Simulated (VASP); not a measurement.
Input of a VASP 6.6.1 run:

INCAR

```
ALGO = Normal ; EDIFF = 1E-7
EDIFFG = -0.3 ; ENCUT = 520
GGA = PE ; IBRION = 2
ISIF = 2 ; ISMEAR = -1
IVDW = 12 ; LASPH = T
LCHARG = F ; LREAL = F
LWAVE = F ; NELM = 100
NSW = 35 ; PREC = Accurate
SIGMA = 0.05
```

File KPOINTS:

```
k-points
0
Gamma
  1 1 1
```

Contents of POSCAR:

```
N
1.0
    7.2609030000      0.0000000000      0.0000000000
    0.0000000000      7.2609030000      0.0000000000
    0.0000000000      0.0000000000      7.2609030000
N
12
Direct
    0.4056253000      0.8390890000      0.1848354000
    0.3636317000      0.6958184000      0.1409114000
    1.0404122000      0.4939952000      0.4854611000
    0.8880542000      0.4685365000      0.5043851000
    1.0352916000      0.3827529000      1.0458104000
    0.9397490000      0.3437372000      0.9293260000
    0.4912982000      0.2614387000      0.6044533000
    0.4130254000      0.1280590000      0.5870622000
    0.2002100000      0.7127282000      0.7980883000
    0.2155064000      0.7525646000      0.6484277000
    0.6580110000      0.9135618000      0.7105907000
    0.6000647000      0.7961929000      0.7947689000
```

Potentials or basis: VASP PAW PBE potentials, release 64 (N).

Command:

```sh
$ cat potpaw_PBE.64/N/POTCAR > POTCAR
$ mpirun -np 1 vasp_gam > vasp.out
```

Question: Predict the dispersion energy per atom.

Answer: -0.038 eV.

Forces in eV/Å, atoms in the order of the input:
```
N   -0.007 -0.009  0.025
N    0.021  0.007  0.068
N    0.134 -0.041  0.042
N   -0.158  0.052 -0.001
N    0.051 -0.024 -0.004
N   -0.066 -0.053 -0.083
N   -0.029  0.013  0.019
N    0.018  0.070 -0.018
N   -0.100 -0.010  0.118
N    0.008 -0.011 -0.156
N    0.160  0.127 -0.106
N   -0.032 -0.119  0.094
```

Caveat: the k points lie up to 0.87 Å⁻¹ apart, too coarse for converged energies, forces and pressures; the standard files for N, O and F lose accuracy on very short bonds; the relaxation stopped at a loose force limit of 0.3 eV/Å, so its end isn't a converged minimum.
